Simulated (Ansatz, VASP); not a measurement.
## MgO: VASP beside Ansatz

```
Mg O
1.0
     3.56234    0.00000    0.00000
    -1.78117    3.08508    0.00000
     0.00000    0.00000    4.14060
Mg O
2 2
Direct
  0.66667 0.33333 0.75000
  0.33333 0.66667 0.25000
  0.66667 0.33333 0.25000
  0.33333 0.66667 0.75000
```

Change from the starting cell: mode 8 frozen in at +0.000 Å, strain +e along z and -e/2 along x and y -0.0233.

Alike in both runs: task single point; functional PBE; k mesh 9 × 9 × 6; occupations gaussian, width 0.05 eV; no spin polarisation.

|  | VASP | Ansatz |
| --- | --- | --- |
| version | VASP 6.6.1 | Ansatz 0.2.0 |
| potentials or method | VASP PAW PBE potentials, release 64 (Mg, O), cutoff 520 eV | scalar-relativistic, plane waves, PAW |
| valence electrons in the cell | 16 | 32 |

```tsv
	VASP	Ansatz	Ansatz less VASP
gap on the k mesh at the Fermi level (eV)	3.31	3.33	+0.020
least direct gap on the mesh (eV)	3.31	3.33	+0.020
pressure (GPa)	-0.1	0.5	+0.58
traceless stress, the component that is largest in VASP (GPa)	3.77	3.85	+0.084
```

VASP's potentials hold 16 valence electrons a cell and Ansatz's 32, so a difference there can come from the potentials and not from the codes.
